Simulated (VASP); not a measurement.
A run of VASP 6.6.1 is set up as follows.

Contents of INCAR:

```
SYSTEM = SiC
PREC = Accurate
ENCUT = 520
EDIFF = 1E-6
ISMEAR = 0
SIGMA = 0.01
LREAL = .FALSE.
LASPH = .TRUE.
NELM = 60
ALGO = Normal
ISIF = 2
LWAVE = .FALSE.
LCHARG = .TRUE.
GGA = CA
LELF = .TRUE.
LVHAR = .TRUE.
NBANDS = 16
```

Contents of KPOINTS:

```
regular mesh
0
G
  8 8 6
  0 0 0
```

File POSCAR:

```
SiC
1.0
    3.0521137261      0.0000000000      0.0000000000
   -1.5260568630      2.6432080220      0.0000000000
    0.0000000000      0.0000000000      5.0086155207
Si C
2 2
Direct
    0.3333333333      0.6666666667      0.0045917126
    0.6666666667      0.3333333333      0.5045917126
    0.3333333333      0.6666666667      0.3804082874
    0.6666666667      0.3333333333      0.8804082874
```

Potentials or basis: VASP PAW LDA potentials, release 64 (Si, C).

Command:

```bash
$ cat potpaw_LDA.64/Si/POTCAR potpaw_LDA.64/C/POTCAR > POTCAR
$ mpirun -np 1 vasp_std > vasp.out
```

(1) What does it give for the pressure?

(2) What does it give for the band gap on the k mesh?

Answers

(1) 1.4 GPa.

(2) 2.37 eV, indirect (least direct gap 3.92 eV).
